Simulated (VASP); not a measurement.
A run of VASP 6.6.1 is set up as follows.

Contents of INCAR:

```
SYSTEM = TaN
PREC = Accurate
ENCUT = 520
EDIFF = 1E-6
ISMEAR = 0
SIGMA = 0.15
LREAL = .FALSE.
LASPH = .TRUE.
NELM = 60
ALGO = Normal
ISIF = 2
LWAVE = .FALSE.
LCHARG = .TRUE.
LELF = .TRUE.
LVHAR = .TRUE.
NBANDS = 42
```

File KPOINTS:

```
Automatic mesh
0
G
  15 15 5
  0 0 0
```

File POSCAR:

```
TaN
1.0
    1.4532781440     -2.5171515829      0.0000000000
    0.0000000000      0.0000000000     -2.8514389807
    9.0660790254      5.2343031658      0.0000000000
Ta N
4 4
Direct
    0.5000000000      0.5000000000      0.8816573402
    0.0000000000      0.5000000000      0.1603144499
    0.5000000000      0.5000000000      0.4007620800
    0.0000000000      0.5000000000      0.6412097101
    0.0000000000      0.0000000000      0.8015081302
    0.5000000000      0.0000000000      0.0801652399
    0.0000000000      0.0000000000      0.3206128700
    0.5000000000      0.0000000000      0.5610605001
```

Potentials or basis: VASP PAW LDA potentials, release 64 (Ta_pv, N).

The run is started by

```sh
$ cat potpaw_LDA.64/Ta_pv/POTCAR potpaw_LDA.64/N/POTCAR > POTCAR
$ mpirun -np 1 vasp_std > vasp.out
```

What does it give for the largest force?

2.839 eV/Å.

Estimate the pressure.

-6.5 GPa.

Forces on the atoms (eV/Å):
```
Ta   2.459  1.420  0.000
Ta  -2.092 -1.208  0.000
Ta  -0.035 -0.020  0.000
Ta   0.137  0.079  0.000
N    0.394  0.228  0.000
N   -0.817 -0.472  0.000
N   -0.097 -0.056  0.000
N    0.051  0.029  0.000
```

Caveat: the cell stands under tension; forces of over 1 eV/Å act on the atoms, so gaps and moduli don't describe the material at rest.
